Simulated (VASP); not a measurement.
A run of VASP 6.6.1 is set up as follows.

INCAR

```
PREC = Accurate ; ENCUT = 520
EDIFF = 1E-6 ; ISMEAR = 0
SIGMA = 0.15 ; LREAL = F
LASPH = T ; NELM = 80
ALGO = Fast ; ISIF = 2
LWAVE = F ; LCHARG = F
GGA = PS ; NBANDS = 17
```

File KPOINTS:

```
regular mesh
0
Gamma
  18 18 10
```

File POSCAR:

```
Hf
1.0
    3.1966985242      0.0000000000      0.0000000000
   -1.5983492621      2.7684221302      0.0000000000
    0.0000000000      0.0000000000      4.8681325000
Hf
2
Direct
    0.3333333333      0.6666666667      0.2500000000
    0.6666666667      0.3333333333      0.7500000000
```

Potentials or basis: VASP PAW PBE potentials, release 64 (Hf_pv).

Run with:

```sh
$ cat potpaw_PBE.64/Hf_pv/POTCAR > POTCAR
$ mpirun -np 1 vasp_std > vasp.out
```

(1) Predict the pressure.

(2) What does it give for the band gap on the k mesh?

Answers

(1) 0.2 GPa.

(2) zero (band 10 reaches 6.10 eV, above the bottom of band 11 at 4.63 eV).

Caveat: the cell differs from its parent crystal (strain -0.0375 x Voigt [0, 0, 1, 0, 0, 0]); the PAW data sets were made with another functional, which shifts forces and pressure a little; spin-orbit coupling is left out, which moves the levels of the heavy elements.
